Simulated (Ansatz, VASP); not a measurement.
Pt2C: VASP beside Ansatz

```
CELL_PARAMETERS angstrom
-1.38188 1.38188 4.95394
1.38188 -1.38188 4.95394
1.38188 1.38188 -4.95394
ATOMIC_POSITIONS crystal
Pt 0.63861 0.63861 0.00000
Pt 0.36139 0.36139 0.00000
C 0.00000 0.00000 0.00000
```

Alike in both runs: functional PBE; k mesh 24 × 24 × 24; occupations gaussian, width 0.1 eV; no spin polarisation.

Ansatz relaxed the structure, and its values are those at the end. VASP's run is a single point on that final structure, the one shown.

|  | VASP | Ansatz |
| --- | --- | --- |
| version | VASP 6.6.1 | Ansatz 0.2.0 |
| potentials or method | VASP PAW PBE potentials, release 64 (Pt, C), cutoff 520 eV | scalar-relativistic, plane waves, PAW |
| valence electrons in the cell | 24 | 40 |

|  | VASP | Ansatz | Ansatz less VASP |
| --- | --- | --- | --- |
| gap on the k mesh at the Fermi level (eV) | none | none | - |
| pressure (GPa) | -0.3 | 0.0 | +0.29 |

A gap of «none» marks a metal or a gap that the smearing closes. VASP's potentials hold 24 valence electrons a cell and Ansatz's 40, so a difference there can come from the potentials and not from the codes.

Neither program's run includes spin-orbit coupling.
